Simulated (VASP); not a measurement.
# AlN (P2_1) in VASP: notebook, part 2 of 2

VASP 6.6.1.

## 3. Single point, LDA

This run uses another cell than the first one, of 11.00 Å³/atom, 1.025 times its volume.

INCAR

```
PREC = Accurate
ENCUT = 520
EDIFF = 1E-6
ISMEAR = 0
SIGMA = 0.05
LREAL = F
LASPH = T
NELM = 100
ALGO = Normal
ISIF = 2
LWAVE = F
LCHARG = F
NBANDS = 16
```

KPOINTS

```
regular mesh
0
Gamma
  9 9 6
```

POSCAR

```
AlN
1.0
    3.1658306752      0.0000000000      0.0000000000
   -1.5829153376      2.7416897888      0.0000000000
    0.0000000000      0.0000000000      5.0671738979
Al N
2 2
Direct
    0.3240411434      0.6666666667      0.0015210182
    0.6759588566      0.3333333333      0.5015210182
    0.3416263521      0.6666666667      0.3834789818
    0.6583736479      0.3333333333      0.8834789818
```

Potentials or basis: VASP PAW LDA potentials, release 64 (Al, N).

Started as:

```
$ cat potpaw_LDA.64/Al/POTCAR potpaw_LDA.64/N/POTCAR > POTCAR
$ mpirun -np 1 vasp_std > vasp.out
```

OUTCAR:

```text
PREC = Accurate
   ENCUT = 520
   EDIFF = 1E-6
   ISMEAR = 0
   LREAL = F
   LASPH = T
   NELM = 100
   ISIF = 2

 ion  position               nearest neighbor table
   1  0.324  0.667  0.002-   4 1.92   4 1.92   4 1.93   3 1.94   2 3.09   2 3.09   2 3.12   2 3.12
                             2 3.15   2 3.15
   2  0.676  0.333  0.502-   3 1.92   3 1.92   3 1.93   4 1.94   1 3.09   1 3.09   1 3.12   1 3.12
                             1 3.15   1 3.15
   3  0.342  0.667  0.383-   2 1.92   2 1.92   2 1.93   1 1.94
   4  0.658  0.333  0.883-   1 1.92   1 1.92   1 1.93   2 1.94

  LATTYP: Found a hexagonal cell.
 ALAT       =     3.1658306752
 C/A-ratio  =     1.6005827278

  Lattice vectors:

 A1 = (   3.1658306752,   0.0000000000,   0.0000000000)
 A2 = (  -1.5829153376,   2.7416897888,   0.0000000000)
 A3 = (   0.0000000000,   0.0000000000,   5.0671738979)

Analysis of symmetry for initial positions (statically):
=====================================================================
 Subroutine PRICEL returns:
 Original cell was already a primitive cell.

 Routine SETGRP: Setting up the symmetry group for a
 hexagonal supercell.

 Subroutine GETGRP returns: Found  2 space group operations
 (whereof  1 operations were pure point group operations)
 out of a pool of 24 trial point group operations.

The static configuration has the point symmetry C_1 .
 The point group associated with its full space group is C_2 .

Analysis of symmetry for dynamics (positions and initial velocities):
=====================================================================
 Subroutine PRICEL returns:
 Original cell was already a primitive cell.

 Routine SETGRP: Setting up the symmetry group for a
 hexagonal supercell.

 Subroutine GETGRP returns: Found  2 space group operations
[... 125 lines left out ...]
   IALGO  =     38    algorithm
   IMIX   =      4    mixing-type and parameters
     AMIX     =   0.40;   BMIX     =  1.00
     AMIX_MAG =   1.60;   BMIX_MAG =  1.00
  volume/ion in A,a.u.               =      11.00        74.20
  Fermi-wavevector in a.u.,A,eV,Ry     =   1.168667  2.208461 18.582609  1.365783
  Thomas-Fermi vector in A             =   2.305151
   LORBIT       =      0    0 simple, 1 ext, 2 COOP (PROOUT), +10 PAW based schemes
   GGA     = CA    functional components
   LHFCALC =     F    Hartree Fock is set to
   AEXX    =    0.0000 exact exchange contribution
   IVDW    =     0    specifies the selected vdW correction
   LEPSILON=     F    determine dielectric tensor
   LRPA    =     F    only Hartree local field effects (RPA)
 non-spin polarized calculation
 Gauss-broadening in eV      SIGMA  =   0.05
  energy-cutoff  :      520.00
  volume of cell :       43.98
 maximum number of plane-waves:      1196
   NGX = 11   NGY = 11   NGZ = 19

 number of electron      16.0000000 magnetization

 Free energy of the ion-electron system (eV)
  ---------------------------------------------------
  ext. energy  EPLUGINS =         0.00000000
  ---------------------------------------------------
  free energy    TOTEN  =       -32.70515504 eV

  energy without entropy =      -32.70515504  energy(sigma->0) =      -32.70515504

 E-fermi :   5.6194     XC(G=0): -11.0230

 val. band max:        5.4138914782   @ k =   0.0000   0.0000   0.0000
 cond. band min:       9.1791762289   @ k =   0.0000   0.0000   0.0000
 fundamental gap:      3.7652847507
 Fermi energy:         5.6193856392

 k-point     1 :       0.0000    0.0000    0.0000
  band No.  band energies     occupation
      1      -9.3191      2.00000
      2      -7.2554      2.00000
      3      -0.4118      2.00000
      4       4.5443      2.00000
      5       4.5658      2.00000
      6       5.1558      2.00000
[... 433 lines left out ...]
      3       0.6249      2.00000
      4       1.6062      2.00000
      5       1.7533      2.00000
      6       3.0856      2.00000
[... 8 lines left out ...]
     15      17.1678      0.00000
     16      19.3592      0.00000

 [... further k-points ...]

------------------------ aborting loop because EDIFF is reached ----------------------------------------

  FORCE on cell =-STRESS in cart. coord.  units (eV):
  Direction    XX          YY          ZZ          XY          YZ          ZX
  --------------------------------------------------------------------------------------
  -------------------------------------------------------------------------------------
  Total       -3.7088086     -3.6870245     -3.4385115     -0.0422127      0.0000000      0.0000000
  in kB     -135.1055527   -134.3119934   -125.2590923     -1.5377364      0.0000000      0.0000000
  external PRESSURE =    -131.5588794 kB  Pullay stress =       0.0000000 kB

 VOLUME and BASIS-vectors are now :
 -----------------------------------------------------------------------------
  energy-cutoff  :      520.00
  volume of cell :       43.98
      direct lattice vectors                 reciprocal lattice vectors
     3.165830675  0.000000000  0.000000000     0.315872863  0.182369283  0.000000000
    -1.582915338  2.741689789  0.000000000     0.000000000  0.364738565  0.000000000
     0.000000000  0.000000000  5.067173898     0.000000000  0.000000000  0.197348664

 POSITION                                       TOTAL-FORCE (eV/Angst)
 -----------------------------------------------------------------------------------
     -0.02942      1.82779      0.00771         0.160096      0.003555      0.031907
      1.61233      0.91390      2.54129        -0.160096     -0.003555      0.031907
      0.02625      1.82779      1.94315        -0.088216      0.001403     -0.031907
      1.55666      0.91390      4.47674         0.088216     -0.001403     -0.031907
 -----------------------------------------------------------------------------------
    total drift:                                0.000000      0.000000      0.000141

  FREE ENERGIE OF THE ION-ELECTRON SYSTEM (eV)
  ---------------------------------------------------
  free  energy   TOTEN  =       -32.7051550435 eV

  energy  without entropy=      -32.7051550435  energy(sigma->0) =      -32.70515504
```

OSZICAR:

```text
N       E                     dE             d eps       ncg     rms          rms(c)
DAV:   1     0.367680417369E+02    0.36768E+02   -0.72748E+03  5248   0.890E+02
DAV:   2    -0.341933962872E+02   -0.70961E+02   -0.65304E+02  7464   0.174E+02
DAV:   3    -0.375213497883E+02   -0.33280E+01   -0.33192E+01  6520   0.388E+01
DAV:   4    -0.375392544306E+02   -0.17905E-01   -0.17903E-01  6624   0.341E+00
DAV:   5    -0.375394406382E+02   -0.18621E-03   -0.18621E-03  6528   0.339E-01    0.119E+01
DAV:   6    -0.328154712364E+02    0.47240E+01   -0.11417E+01  5456   0.236E+01    0.422E+00
DAV:   7    -0.327670594758E+02    0.48412E-01   -0.46872E-01  6336   0.453E+00    0.274E+00
DAV:   8    -0.327078793910E+02    0.59180E-01   -0.80035E-02  5776   0.236E+00    0.396E-01
DAV:   9    -0.327050360494E+02    0.28433E-02   -0.67923E-03  6768   0.585E-01    0.238E-01
DAV:  10    -0.327052192164E+02   -0.18317E-03   -0.65064E-04  6120   0.162E-01    0.142E-01
DAV:  11    -0.327051558103E+02    0.63406E-04   -0.10290E-04  6272   0.749E-02    0.254E-02
DAV:  12    -0.327051550435E+02    0.76672E-06   -0.17909E-06  5400   0.101E-02
   1 F= -.32705155E+02 E0= -.32705155E+02  d E =-.267938E-11
```

stdout:

```text
POSCAR found type information on POSCAR AlN
 POSCAR found :  2 types and       4 ions
 scaLAPACK will be used
 LDA part: xc-table for (Slater(with rela. corr.)+CA(PZ))
 , standard interpolation
 POSCAR, INCAR and KPOINTS ok, starting setup
 FFT: planning ... GRIDC
 FFT: planning ... GRID_SOFT
 FFT: planning ... GRID
 WAVECAR not read
 entering main loop
```

Run time: 28 s. Hardware: 1 thread of Intel Xeon 6975P-C (Granite Rapids), shared host; peak memory 0.2 GiB.

Results:

| Quantity | Value |
| --- | --- |
| Free energy | -32.7052 eV |
| Pressure | -13.2 GPa |
| Largest force | 0.163 eV/Å |
| Band gap on the k mesh | 3.77 eV, direct |

Forces on the atoms (eV/Å):
```
Al   0.160  0.004  0.032
Al  -0.160 -0.004  0.032
N   -0.088  0.001 -0.032
N    0.088 -0.001 -0.032
```

A k mesh can miss the band edges.

## 4. Single point, LDA

This run uses another cell than the first one, of 11.00 Å³/atom, 1.025 times its volume.

INCAR

```
PREC = Accurate ; ENCUT = 520
EDIFF = 1E-6 ; ISMEAR = 0
SIGMA = 0.05 ; LREAL = F
LASPH = T ; NELM = 80
ALGO = Normal ; ISIF = 2
LWAVE = F ; LCHARG = F
GGA = CA ; NBANDS = 16
```

KPOINTS

```
Automatic mesh
0
Gamma
  9 9 6
```

POSCAR

```
AlN
1.0
    3.1658306752      0.0000000000      0.0000000000
   -1.5829153376      2.7416897888      0.0000000000
    0.0000000000      0.0000000000      5.0671738979
Al N
2 2
Direct
    0.3147813304      0.6666666667      0.0015210182
    0.6852186696      0.3333333333      0.5015210182
    0.3498904753      0.6666666667      0.3834789818
    0.6501095247      0.3333333333      0.8834789818
```

Potentials or basis: VASP PAW LDA potentials, release 64 (Al, N).

Started as:

```
$ cat potpaw_LDA.64/Al/POTCAR potpaw_LDA.64/N/POTCAR > POTCAR
$ mpirun -np 1 vasp_std > vasp.out
```

OUTCAR:

```text
PREC = Accurate
   ENCUT = 520
   EDIFF = 1E-6
   ISMEAR = 0
   LREAL = F
   LASPH = T
   NELM = 80
   ISIF = 2
   GGA = CA

 ion  position               nearest neighbor table
   1  0.315  0.667  0.002-   4 1.92   4 1.92   4 1.93   3 1.94   2 3.07   2 3.07   2 3.13   2 3.13
                             2 3.19   2 3.19
   2  0.685  0.333  0.502-   3 1.92   3 1.92   3 1.93   4 1.94   1 3.07   1 3.07   1 3.13   1 3.13
                             1 3.19   1 3.19
   3  0.350  0.667  0.383-   2 1.92   2 1.92   2 1.93   1 1.94
   4  0.650  0.333  0.883-   1 1.92   1 1.92   1 1.93   2 1.94

[... 652 lines left out ...]

 [... further k-points ...]
[... 5 lines left out ...]
  --------------------------------------------------------------------------------------
  -------------------------------------------------------------------------------------
  Total       -3.7700274     -3.6829533     -3.4260393     -0.0853359      0.0000000      0.0000000
  in kB     -137.3356467   -134.1636867   -124.8047507     -3.1086407      0.0000000      0.0000000
  external PRESSURE =    -132.1013614 kB  Pullay stress =       0.0000000 kB

 VOLUME and BASIS-vectors are now :
 -----------------------------------------------------------------------------
  energy-cutoff  :      520.00
  volume of cell :       43.98
      direct lattice vectors                 reciprocal lattice vectors
     3.165830675  0.000000000  0.000000000     0.315872863  0.182369283  0.000000000
    -1.582915338  2.741689789  0.000000000     0.000000000  0.364738565  0.000000000
     0.000000000  0.000000000  5.067173898     0.000000000  0.000000000  0.197348664

 POSITION                                       TOTAL-FORCE (eV/Angst)
 -----------------------------------------------------------------------------------
     -0.05873      1.82779      0.00771         0.319235      0.014080      0.043982
      1.64165      0.91390      2.54129        -0.319235     -0.014080      0.043982
      0.05242      1.82779      1.94315        -0.175971      0.005610     -0.043982
      1.53050      0.91390      4.47674         0.175971     -0.005610     -0.043982
 -----------------------------------------------------------------------------------
    total drift:                               -0.000000     -0.000000      0.000049

  FREE ENERGIE OF THE ION-ELECTRON SYSTEM (eV)
  ---------------------------------------------------
  free  energy   TOTEN  =       -32.6841890275 eV

  energy  without entropy=      -32.6841890275  energy(sigma->0) =      -32.68418903
```

OSZICAR:

```text
N       E                     dE             d eps       ncg     rms          rms(c)
DAV:   1     0.367318537548E+02    0.36732E+02   -0.72742E+03  5248   0.890E+02
DAV:   2    -0.341782501378E+02   -0.70910E+02   -0.65263E+02  7480   0.174E+02
DAV:   3    -0.374961579858E+02   -0.33179E+01   -0.33091E+01  6488   0.387E+01
DAV:   4    -0.375139629100E+02   -0.17805E-01   -0.17804E-01  6712   0.340E+00
DAV:   5    -0.375141486243E+02   -0.18571E-03   -0.18571E-03  6416   0.339E-01    0.119E+01
DAV:   6    -0.327943051906E+02    0.47198E+01   -0.11422E+01  5496   0.236E+01    0.422E+00
DAV:   7    -0.327461358010E+02    0.48169E-01   -0.47162E-01  6376   0.454E+00    0.274E+00
DAV:   8    -0.326869588311E+02    0.59177E-01   -0.80704E-02  5896   0.237E+00    0.398E-01
DAV:   9    -0.326840700416E+02    0.28888E-02   -0.69149E-03  6840   0.590E-01    0.239E-01
DAV:  10    -0.326842539565E+02   -0.18391E-03   -0.65887E-04  6096   0.164E-01    0.143E-01
DAV:  11    -0.326841897886E+02    0.64168E-04   -0.10433E-04  6256   0.755E-02    0.254E-02
DAV:  12    -0.326841890275E+02    0.76113E-06   -0.18034E-06  5360   0.101E-02
   1 F= -.32684189E+02 E0= -.32684189E+02  d E =-.269713E-15
```

stdout:

```text
POSCAR found type information on POSCAR AlN
 POSCAR found :  2 types and       4 ions
 scaLAPACK will be used
 LDA part: xc-table for (Slater(with rela. corr.)+CA(PZ))
 , standard interpolation
 POSCAR, INCAR and KPOINTS ok, starting setup
 FFT: planning ... GRIDC
 FFT: planning ... GRID_SOFT
 FFT: planning ... GRID
 WAVECAR not read
 entering main loop
```

Wall time 28 s (1 thread of Intel Xeon 6975P-C (Granite Rapids), shared host); peak memory 0.2 GiB.

What came out:

- Free energy: -32.6842 eV
- Pressure: -13.2 GPa
- Largest force: 0.323 eV/Å
- Band gap on the k mesh: 3.74 eV, direct

Forces in eV/Å, atoms in the order of the input:
```
Al   0.319  0.014  0.044
Al  -0.319 -0.014  0.044
N   -0.176  0.006 -0.044
N    0.176 -0.006 -0.044
```

Stress tensor (GPa, compression positive):
```
-13.73  -0.31   0.00
 -0.31 -13.42   0.00
  0.00   0.00 -12.48
```

Levels at points of the mesh, in eV from the valence-band top:
```
           k point  band 6  band 7  band 8  band 9  band 10  band 11
(0.00, 0.00, 0.00)   -0.32   -0.15    0.00    3.74     6.07     9.99
(0.00, 0.00, 0.50)   -0.59   -0.54   -0.54    5.93     5.93     9.69
```

A k mesh can miss the band edges. Expect the measured gap to be larger: semilocal functionals such as LDA lack the derivative discontinuity.
